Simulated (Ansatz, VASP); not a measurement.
# SrCl2 in VASP and in Ansatz

```xyz
3
Lattice="-0.7554 3.1517 3.1517 3.1517 -0.7554 3.1517 3.1517 3.1517 -0.7554" Properties=species:S:1:pos:R:3 pbc="T T T"
Sr    0.0000    0.0000    0.0000
Cl    1.3870    1.3870    1.3870
Cl    4.1610    4.1610    4.1610
```

Alike in both runs: task single point; functional LDA; k mesh 6 × 6 × 6; occupations gaussian, width 0.05 eV; no spin polarisation.

|  | VASP | Ansatz |
| --- | --- | --- |
| version | VASP 6.6.1 | Ansatz 0.2.0 |
| potentials or method | VASP PAW LDA potentials, release 64 (Sr_sv, Cl), cutoff 520 eV | scalar-relativistic, plane waves, PAW |
| valence electrons in the cell | 24 | 24 |

VASP gave:

```
gap on the k mesh at the Fermi level (eV)                     : 4.59
least direct gap on the mesh (eV)                             : 4.60
pressure (GPa)                                                : 7.4
traceless stress, the component that is largest in VASP (GPa) : 12.11
rms of the force components (eV/Å)                            : 1.787
```

Q: Estimate Ansatz's values.

A: gap on the k mesh at the Fermi level (eV): 4.60; least direct gap on the mesh (eV): 4.62; pressure (GPa): 7.1; traceless stress, the component that is largest in VASP (GPa): 11.78; rms of the force components (eV/Å): 1.734.

LDA's correlation is that of Perdew and Zunger in VASP and of Perdew and Wang (1992) in Ansatz. Atom by atom the forces differ by 0.052 eV/Å (rms over components).
